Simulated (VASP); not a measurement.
Wanted: the native input for a VASP 6.6.1 run.

| Item | Value |
| --- | --- |
| Task | single point |
| Functional | r2SCAN |
| Potentials or basis | VASP PAW PBE potentials, release 64 (La, As, Lu) |
| Cutoff | 520 eV |
| k mesh | 6 × 6 × 4 |
| Occupations | fermi-dirac, width 0.02 eV |
| Spin | no spin polarisation |
| Dipole correction | no |
| Further INCAR settings | ALGO = Normal; EDIFF = 1e-06; NBANDS = 31 |

Crystal: LaLuAs2.

```xyz
4
Lattice="4.1370 0.0000 0.0000 0.0000 4.1370 0.0000 0.0000 0.0000 5.8306" Properties=species:S:1:pos:R:3 pbc="T T T"
La    0.0000    0.0000    0.0000
As    0.0000    0.0000    2.9153
As    2.0685    2.0685    0.0000
Lu    2.0685    2.0685    2.9153
```

This cell differs from its parent crystal: volume changed by -6%.

These files were run (other wordings do the same):

POSCAR

```
LaLuAs2
1.0
    4.1370468814      0.0000000000      0.0000000000
    0.0000000000      4.1370468814      0.0000000000
    0.0000000000      0.0000000000      5.8305990970
La As Lu
1 2 1
Direct
    0.0000000000      0.0000000000      0.0000000000
    0.0000000000      0.0000000000      0.5000000000
    0.5000000000      0.5000000000      0.0000000000
    0.5000000000      0.5000000000      0.5000000000
```

INCAR.step1

```
PREC = Accurate
ENCUT = 520
ISMEAR = -1
SIGMA = 0.02
LREAL = False
LASPH = True
NELM = 80
NBANDS = 31
GGA = PE
ALGO = Normal
EDIFF = 1E-4
LWAVE = True
LCHARG = False
```

INCAR.step2

```
PREC = Accurate
ENCUT = 520
EDIFF = 1E-6
ISMEAR = -1
SIGMA = 0.02
LREAL = False
LASPH = True
NELM = 80
ALGO = Normal
ISIF = 2
LWAVE = False
LCHARG = False
METAGGA = R2SCAN
LMIXTAU = True
NBANDS = 31
ISTART = 1
```

KPOINTS

```
Automatic mesh
0
Gamma
  6 6 4
```

Potentials or basis: VASP PAW PBE potentials, release 64 (La, As, Lu).

The run is started by

```sh
$ cat potpaw_PBE.64/La/POTCAR potpaw_PBE.64/As/POTCAR potpaw_PBE.64/Lu/POTCAR > POTCAR
$ cp INCAR.step1 INCAR
$ mpirun -np 1 vasp_std > vasp.out
$ cp INCAR.step2 INCAR
$ mpirun -np 1 vasp_std > vasp.out
```

It gave:

```
Pressure               : 5.4 GPa
Band gap on the k mesh : zero (band 23 reaches 5.47 eV, above the bottom of band 24 at 5.09 eV)
```

Caveat: the PAW data sets were made with another functional, which shifts forces and pressure a little; spin-orbit coupling is left out, which moves the levels of the heavy elements.

Run time: 15 min on 1 thread of AMD EPYC 7571, on a shared host, peak memory 0.28 GiB.
